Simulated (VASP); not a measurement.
Runs of VASP 6.6.1 on CaS (Oldhamite). The structure is that of space group Fm-3m (No. 225), or close to it. The cells are those of the table. 

```csv
task,cell,gap on the mesh (eV),pressure (GPa)
single point,"a = 3.763 Å, angles 60.0, 60.0, 90.0°, 2 atoms",1.60,15.4
single point,"a = 4.031 Å, angles 60.0, 60.0, 90.0°, 2 atoms",2.24,-1.9
relaxation of cell and atoms,"relaxed to 7 GPa from a = 3.984 Å, angles 60.0, 60.0, 90.0°, 2 atoms",1.89,7.0
relaxation of cell and atoms,"relaxed to 2 GPa from a = 3.984 Å, angles 60.0, 60.0, 90.0°, 2 atoms",2.08,2.0
single point,"a = 3.862 Å, angles 60.0, 60.0, 90.0°, 2 atoms",1.88,(b)
single point,"a = 3.943 Å, angles 60.0, 60.0, 90.0°, 2 atoms",(a),2.2
relaxation of cell and atoms,"relaxed to 4 GPa from a = 3.984 Å, angles 60.0, 60.0, 90.0°, 2 atoms",2.00,4.0
relaxation of cell and atoms,"relaxed to -2 GPa from a = 3.984 Å, angles 60.0, 60.0, 90.0°, 2 atoms",2.25,-2.0
```

Alike in all rows: level PBEsol; potentials or basis VASP PAW PBE potentials, release 64 (Ca_sv, S); no spin polarisation; k mesh 8 × 8 × 8; cutoff (eV) 500; smearing gaussian 0.01 eV.

Question: Estimate the missing entries.

Answer: (a) 2.07; (b) 7.2.

Caveats: the PAW data sets were made with another functional, which shifts forces and pressure a little; the cell is relaxed towards a set pressure, so the enthalpy falls and the energy may rise (some runs).

A k mesh can miss the band edges.
